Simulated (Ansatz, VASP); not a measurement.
**MnF2 in VASP and in Ansatz**

Contents of INCAR:

```
SYSTEM = MnF2
PREC = Accurate ; ENCUT = 520
EDIFF = 1E-6 ; ISMEAR = -1
SIGMA = 0.05 ; LREAL = .False.
LASPH = .True. ; NELM = 60
ALGO = Normal ; ISIF = 2
LWAVE = .False. ; LCHARG = .False.
GGA = PE ; NBANDS = 36
```

File KPOINTS:

```
Automatic mesh
0
Gamma
  6 6 8
  0 0 0
```

Contents of POSCAR:

```
MnF2
1.0
    4.8738000000      0.0000000000      0.0000000000
    0.0000000000      4.8738000000      0.0000000000
    0.0000000000      0.0000000000      3.3107000000
Mn F
2 4
Direct
    0.5000000000      0.5000000000      0.5000000000
    0.0000000000      0.0000000000      0.0000000000
    0.8053000000      0.1947000000      0.5000000000
    0.6947000000      0.6947000000      0.0000000000
    0.1947000000      0.8053000000      0.5000000000
    0.3053000000      0.3053000000      0.0000000000
```

input.yaml

```yaml
crystal:
  lattice:
    - [4.8738, 0.0, 0.0]
    - [0.0, 4.8738, 0.0]
    - [0.0, 0.0, 3.3107]
  atoms:
    - { symbol: Mn, position: [0.5, 0.5, 0.5] }
    - { symbol: Mn, position: [0.0, 0.0, 0.0] }
    - { symbol: F, position: [0.8053, 0.1947, 0.5] }
    - { symbol: F, position: [0.6947, 0.6947, 0.0] }
    - { symbol: F, position: [0.1947, 0.8053, 0.5] }
    - { symbol: F, position: [0.3053, 0.3053, 0.0] }
hamiltonian:
  xc: pbe
  pseudopotentials: { kind: paw }
kpoints:
  mp_grid: { grid: [6, 6, 8] }
scf:
  occupations: { method: fermi_dirac, width: 0.05 }
output:
  forces: true
  stress: true
  eigenvalues: true
```

Alike in both runs: task single point; functional PBE; k mesh 6 × 6 × 8; occupations fermi-dirac, width 0.05 eV; no spin polarisation.

```csv
,VASP,Ansatz
version,VASP 6.6.1,Ansatz 0.2.0
potentials or method,"VASP PAW PBE potentials, release 64 (Mn_pv, F)",Ansatz PAW
plane-wave cutoff (eV),520,420
valence electrons in the cell,54,58
```

Ansatz gave:

| Item | Value |
| --- | --- |
| gap on the k mesh at the Fermi level (eV) | none |
| pressure (GPa) | -15.7 |
| traceless stress, the component that is largest in VASP (GPa) | -3.11 |
| rms of the force components (eV/Å) | 0.015 |

Problem. What did VASP give for the same quantities?

Solution. gap on the k mesh at the Fermi level (eV): none; pressure (GPa): -15.7; traceless stress, the component that is largest in VASP (GPa): -3.06; rms of the force components (eV/Å): 0.015.

Atom by atom the forces differ by 0.001 eV/Å (rms over components). A gap of «none» marks a metal or a gap that the smearing closes. VASP's potentials hold 54 valence electrons a cell and Ansatz's 58, so a difference there can come from the potentials and not from the codes.
